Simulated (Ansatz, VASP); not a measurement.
**One calculation of SiNi2, two programs**

```
CELL_PARAMETERS angstrom
3.86846 0.00000 0.00000
-1.93423 3.35019 0.00000
0.00000 0.00000 4.91699
ATOMIC_POSITIONS crystal
Si 0.33333 0.66667 0.75000
Si 0.66667 0.33333 0.25000
Ni 0.00000 0.00000 0.99492
Ni 0.00000 0.00000 0.49492
Ni 0.33333 0.66667 0.24492
Ni 0.66667 0.33333 0.74492
```

Change from the starting cell: all Ni atoms moved +0.025 Å, as atom 3 towards its neighbour atom 4 (Ni) at 2.458 Å.

Alike in both runs: task single point; functional PBEsol; k mesh 12 × 12 × 10; occupations gaussian, width 0.15 eV; no spin polarisation.

|  | VASP | Ansatz |
| --- | --- | --- |
| version | VASP 6.6.1 | Ansatz 0.2.0 |
| potentials or method | VASP PAW PBE potentials, release 64 (Si, Ni), cutoff 520 eV | scalar-relativistic, plane waves, PAW |
| valence electrons in the cell | 48 | 80 |

|  | VASP | Ansatz | Ansatz less VASP |
| --- | --- | --- | --- |
| gap on the k mesh at the Fermi level (eV) | none | none | - |
| pressure (GPa) | 0.4 | 0.1 | -0.30 |
| traceless stress, the component that is largest in VASP (GPa) | -0.10 | 0.06 | +0.155 |
| rms of the force components (eV/Å) | 0.028 | 0.027 | -0.0008 |

VASP's potentials were made for PBE, not for PBEsol. Atom by atom the forces differ by 0.001 eV/Å (rms over components). A gap of «none» marks a metal or a gap that the smearing closes. VASP's potentials hold 48 valence electrons a cell and Ansatz's 80, so a difference there can come from the potentials and not from the codes.
